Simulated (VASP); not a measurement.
# Te2Mo in VASP: relaxation of the atoms with LDA

Aim: the relaxation of the atoms of Te2Mo with LDA.

All numbers are computed with VASP 6.6.1; they aren't measurements. Logs are shortened: lines on timing, memory, paths and dates and some standing lists are left out, and cuts for length are marked.

### Step 1. The cell of the first run

The cell holds a slab with vacuum, 3 atoms: a = 3.467 Å, b = 3.467 Å, c = 17.783 Å, α = 90.00°, β = 90.00°, γ = 120.00°.

### Step 2. Relaxation of the atoms, LDA (strain along c alone, the other axes held: +1.5 %)

Input file INCAR:

```
ALGO = Normal
EDIFF = 1E-7
EDIFFG = -0.008
ENCUT = 450
GGA_COMPAT = False
IBRION = 2
ISIF = 2
ISMEAR = 0
LASPH = True
LCHARG = False
LREAL = False
LWAVE = False
NELM = 120
NELMIN = 4
NSW = 60
PREC = Accurate
SIGMA = 0.02
```

Input file KPOINTS:

```
k-points
0
Gamma
  12 12 2
```

Input file POSCAR:

```
Te2Mo
1.0
    3.4665480208      0.0000000000      0.0000000000
   -1.7332740104      3.0021186495      0.0000000000
    0.0000000000      0.0000000000     17.7826084972
Te Mo
2 1
Direct
    0.3333333333      0.6666666667      0.8975342416
    0.3333333333      0.6666666667      0.1024657584
    0.0000000000      0.0000000000      0.0000000000
```

Potentials or basis: VASP PAW LDA potentials, release 64 (Te, Mo_sv).

On the command line:

```bash
cat potpaw_LDA.64/Te/POTCAR potpaw_LDA.64/Mo_sv/POTCAR > POTCAR
mpirun -np 1 vasp_std > vasp.out
```

OUTCAR:

```text
EDIFF = 1E-7
   EDIFFG = -0.008
   ENCUT = 450
   IBRION = 2
   ISIF = 2
   ISMEAR = 0
   LASPH = True
   LREAL = False
   NELM = 120
   NELMIN = 4
   NSW = 60
   PREC = Accurate

 ion  position               nearest neighbor table
   1  0.333  0.667  0.898-   3 2.71   3 2.71   3 2.71   2 3.64
   2  0.333  0.667  0.102-   3 2.71   3 2.71   3 2.71   1 3.64
   3  0.000  0.000  0.000-   1 2.71   2 2.71   1 2.71   2 2.71   1 2.71   2 2.71

  LATTYP: Found a hexagonal cell.
 ALAT       =     3.4665480208
 C/A-ratio  =     5.1297741703

  Lattice vectors:

 A1 = (   3.4665480208,   0.0000000000,   0.0000000000)
 A2 = (  -1.7332740104,   3.0021186495,   0.0000000000)
 A3 = (   0.0000000000,   0.0000000000,  17.7826084972)

Analysis of symmetry for initial positions (statically):
=====================================================================
 Subroutine PRICEL returns:
 Original cell was already a primitive cell.

 Routine SETGRP: Setting up the symmetry group for a
 hexagonal supercell.

 Subroutine GETGRP returns: Found 12 space group operations
 (whereof 12 operations were pure point group operations)
 out of a pool of 24 trial point group operations.

The static configuration has the point symmetry D_3h.

Analysis of symmetry for dynamics (positions and initial velocities):
=====================================================================
 Subroutine PRICEL returns:
 Original cell was already a primitive cell.

 Routine SETGRP: Setting up the symmetry group for a
 hexagonal supercell.

 Subroutine GETGRP returns: Found 12 space group operations
 (whereof 12 operations were pure point group operations)
 out of a pool of 24 trial point group operations.

The dynamic configuration has the point symmetry D_3h.

 Subroutine INISYM returns: Found 12 space group operations
 (whereof 12 operations are pure point group operations),
 and found     1 'primitive' translations

----------------------------------------------------------------------------------------

                                     Primitive cell

  volume of cell :     185.0634

  direct lattice vectors                    reciprocal lattice vectors
     3.466548021  0.000000000  0.000000000     0.288471411  0.166549047  0.000000000
    -1.733274010  3.002118649  0.000000000     0.000000000  0.333098094  0.000000000
     0.000000000  0.000000000 17.782608497     0.000000000  0.000000000  0.056234719

  length of vectors
     3.466548021  3.466548021 17.782608497     0.333098094  0.333098094  0.056234719

  position of ions in fractional coordinates (direct lattice)
     0.333333333  0.666666667  0.897534242
     0.333333333  0.666666667  0.102465758
     0.000000000  0.000000000  0.000000000

  ion indices of the primitive-cell ions
   primitive index   ion index
                 1           1
                 2           2
                 3           3

----------------------------------------------------------------------------------------

 KPOINTS: k-points

Automatic generation of k-mesh.
 Grid dimensions read from file:
 generate k-points for:   12   12    2

 Generating k-lattice:

  Cartesian coordinates                     Fractional coordinates (reciprocal lattice)
     0.024039284  0.013879087  0.000000000     0.083333333  0.000000000  0.000000000
     0.000000000  0.027758174  0.000000000     0.000000000  0.083333333  0.000000000
     0.000000000  0.000000000  0.028117360     0.000000000  0.000000000  0.500000000

  Length of vectors
     0.027758174  0.027758174  0.028117360

  Shift w.r.t. Gamma in fractional coordinates (k-lattice)
     0.000000000  0.000000000  0.000000000

 Subroutine IBZKPT returns following result:
 ===========================================

 Found     38 irreducible k-points:

 Following reciprocal coordinates:
            Coordinates               Weight
  0.000000  0.000000  0.000000      1.000000
  0.083333  0.000000  0.000000      6.000000
  0.166667  0.000000  0.000000      6.000000
  0.250000  0.000000  0.000000      6.000000
  0.333333  0.000000  0.000000      6.000000
  0.416667 -0.000000  0.000000      6.000000
[... 16 lines left out ...]
  0.250000  0.000000  0.500000      6.000000
  0.333333  0.000000  0.500000      6.000000
 [... further k-points ...]
   k-points           NKPTS =     38   k-points in BZ     NKDIM =     38   number of bands    NBANDS=     17
   number of dos      NEDOS =    301   number of ions     NIONS =      3
   total plane-waves  NPLWV =  72576
   dimension x,y,z NGX =    24 NGY =   24 NGZ =  126
   dimension x,y,z NGXF=    48 NGYF=   48 NGZF=  252
   ions per type =               2   1
   NGX,Y,Z   is equivalent  to a cutoff of  11.51, 11.51, 11.78 a.u.
   NGXF,Y,Z  is equivalent  to a cutoff of  23.02, 23.02, 23.56 a.u.
 SYSTEM =  unknown system
   PREC   = accura    normal or accurate (medium, high low for compatibility)
   ISTART =      0    job   : 0-new  1-cont  2-samecut
   ICHARG =      2    charge: 1-file 2-atom 10-const
   ISPIN  =      1    spin polarized calculation?
   LNONCOLLINEAR =      F non collinear calculations
   LSORBIT =      F    spin-orbit coupling
   LASPH  =      T    aspherical Exc in radial PAW
   ENCUT  =  450.0 eV  33.07 Ry    5.75 a.u.   6.00  6.00 30.76*2*pi/ulx,y,z
   NELM   =    120;   NELMIN=  4; NELMDL= -5     # of ELM steps
   EDIFF  = 0.1E-06   stopping-criterion for ELM
   LREAL  =      F    real-space projection
   EDIFFG = -.8E-02   stopping-criterion for IOM
   NSW    =     60    number of steps for IOM
   IBRION =      2    ionic relax: 0-MD 1-quasi-New 2-CG
   NFREE  =      1    steps in history (QN), initial steepest desc. (CG)
   ISIF   =      2    stress and relaxation
   ISYM   =      2    0-nonsym 1-usesym 2-fastsym
   POTIM  = 0.5000    time-step for ionic-motion
   TEBEG  =    0.0;   TEEND  =   0.0 temperature during run
   PSTRESS=    0.0 pullay stress
   NELECT =      26.0000    total number of electrons
   NUPDOWN=      -1.0000    fix difference up-down
   EMIN   =  10.00;   EMAX   =-10.00  energy-range for DOS
   EFERMI =   0.00;   METHOD = LEGACY
   ISMEAR =     0;   SIGMA  =   0.02  broadening in eV -4-tet -1-fermi 0-gaus
   EFERMI_NEDOS =   21; number of points for ismear=-14 and -15
   IALGO  =     38    algorithm
   IMIX   =      4    mixing-type and parameters
     AMIX     =   0.40;   BMIX     =  1.00
     AMIX_MAG =   1.60;   BMIX_MAG =  1.00
  volume/ion in A,a.u.               =      61.69       416.29
  Fermi-wavevector in a.u.,A,eV,Ry     =   0.851058  1.608266  9.854693  0.724300
  Thomas-Fermi vector in A             =   1.967132
   LORBIT       =      0    0 simple, 1 ext, 2 COOP (PROOUT), +10 PAW based schemes
   GGA     = CA    functional components
   LHFCALC =     F    Hartree Fock is set to
   AEXX    =    0.0000 exact exchange contribution
   IVDW    =     0    specifies the selected vdW correction
   LEPSILON=     F    determine dielectric tensor
   LRPA    =     F    only Hartree local field effects (RPA)
 conjugate gradient relaxation of ions
 non-spin polarized calculation
 Gauss-broadening in eV      SIGMA  =   0.02
  energy-cutoff  :      450.00
  volume of cell :      185.06
 maximum number of plane-waves:      4068
 NGX is ok and might be reduce to    24
   NGX = 11   NGY = 11   NGZ = 61

--------------------------------------- Ionic step        1  -------------------------------------------

 number of electron      26.0000007 magnetization

 Free energy of the ion-electron system (eV)
  ---------------------------------------------------
  ext. energy  EPLUGINS =         0.00000000
  ---------------------------------------------------
  free energy    TOTEN  =       -20.46386200 eV

  energy without entropy =      -20.46386200  energy(sigma->0) =      -20.46386200

------------------------ aborting loop because EDIFF is reached ----------------------------------------

  FORCE on cell =-STRESS in cart. coord.  units (eV):
  Direction    XX          YY          ZZ          XY          YZ          ZX
  --------------------------------------------------------------------------------------
  -------------------------------------------------------------------------------------
  Total       -0.4228360     -0.4228360     -1.2203594      0.0000000      0.0000000     -0.0000000
  in kB       -3.6606818     -3.6606819    -10.5652020      0.0000000      0.0000000     -0.0000000
  external PRESSURE =      -5.9621886 kB  Pullay stress =       0.0000000 kB
[... 59 lines left out ...]
  energy  without entropy=      -20.4707583023  energy(sigma->0) =      -20.47075830

--------------------------------------- Ionic step        3  -------------------------------------------

 number of electron      26.0000006 magnetization

 Free energy of the ion-electron system (eV)
  ---------------------------------------------------
  ext. energy  EPLUGINS =         0.00000000
  ---------------------------------------------------
  free energy    TOTEN  =       -20.47156126 eV

  energy without entropy =      -20.47156126  energy(sigma->0) =      -20.47156126

 E-fermi :   0.1987     XC(G=0):  -4.8398

 val. band max:        0.1076086885   @ k =   0.3333   0.3333   0.0000
 cond. band min:       1.3530005617   @ k =   0.3333   0.3333   0.5000
 fundamental gap:      1.2453918732
 Fermi energy:         0.1986850160

 k-point     1 :       0.0000    0.0000    0.0000
  band No.  band energies     occupation
      1     -60.1205      2.00000
      2     -34.5175      2.00000
      3     -34.3358      2.00000
      4     -34.3358      2.00000
      5     -12.7580      2.00000
      6     -11.7713      2.00000
[... 9 lines left out ...]
     16       3.7879      0.00000
     17       3.7879      0.00000
[... 443 lines left out ...]
      1     -60.1111      2.00000
      2     -34.4904      2.00000
      3     -34.4546      2.00000
      4     -34.3634      2.00000
      5     -11.3153      2.00000
      6     -10.7893      2.00000
[... 9 lines left out ...]
     16       2.8938      0.00000
     17       3.9804      0.00000

 [... further k-points ...]

------------------------ aborting loop because EDIFF is reached ----------------------------------------

  FORCE on cell =-STRESS in cart. coord.  units (eV):
  Direction    XX          YY          ZZ          XY          YZ          ZX
  --------------------------------------------------------------------------------------
  -------------------------------------------------------------------------------------
  Total        0.0212212      0.0212212     -0.0289466     -0.0000000     -0.0000000      0.0000000
  in kB        0.1837214      0.1837214     -0.2506036     -0.0000000     -0.0000000      0.0000000
  external PRESSURE =       0.0389464 kB  Pullay stress =       0.0000000 kB
[... 18 lines left out ...]
  FREE ENERGIE OF THE ION-ELECTRON SYSTEM (eV)
  ---------------------------------------------------
  free  energy   TOTEN  =       -20.4715612556 eV

  energy  without entropy=      -20.4715612556  energy(sigma->0) =      -20.47156126

 reached required accuracy - stopping structural energy minimisation
```

Run time: 3.1 min. Hardware: 1 thread of Intel Xeon Platinum 8488C (Sapphire Rapids), shared host; peak memory 0.28 GiB.

Results:

```yaml
Free_energy: -20.4716 eV
Energy_gained_by_relaxing: 2.6 meV/atom
Ionic_steps: 3
Band_gap_on_the_k_mesh: 1.25 eV
```

Step by step:
```tsv
step	energy change (eV)	largest force (eV/Å)	pressure (GPa)
1	0.0000	0.3275	-0.60
2	-0.0069	0.1073	-0.19
3	-0.0077	0.0003	0.00
```

Final structure:
```xyz
3
Lattice="3.4665 0.0000 0.0000 -1.7333 3.0021 0.0000 0.0000 0.0000 17.7826" Properties=species:S:1:pos:R:3 pbc="T T T"
Te    0.0000    2.0014   15.9837
Te    0.0000    2.0014    1.7989
Mo    0.0000    0.0000    0.0000
```

Levels at points of the mesh, in eV from the valence-band top:
```tsv
k point	band 9	band 10	band 11	band 12	band 13	band 14	band 15	band 16	band 17
(0.00, 0.00, 0.00)	-1.64	-1.64	-0.81	-0.81	-0.60	3.37	3.37	3.68	3.68
(0.50, 0.00, 0.00)	-3.38	-2.31	-1.69	-0.76	-0.14	1.59	1.88	3.42	3.92
(0.00, 0.00, 0.50)	-1.64	-1.64	-0.81	-0.81	-0.60	3.37	3.37	3.68	3.68
(0.50, 0.00, 0.50)	-3.38	-2.31	-1.69	-0.76	-0.14	1.59	1.88	3.42	3.92
```

Caveat: the cell differs from its parent crystal (strain along c alone, the other axes held: +1.5 %); there is no dipole correction, which matters where the two faces differ; spin-orbit coupling is left out, which moves the levels of the heavy elements.
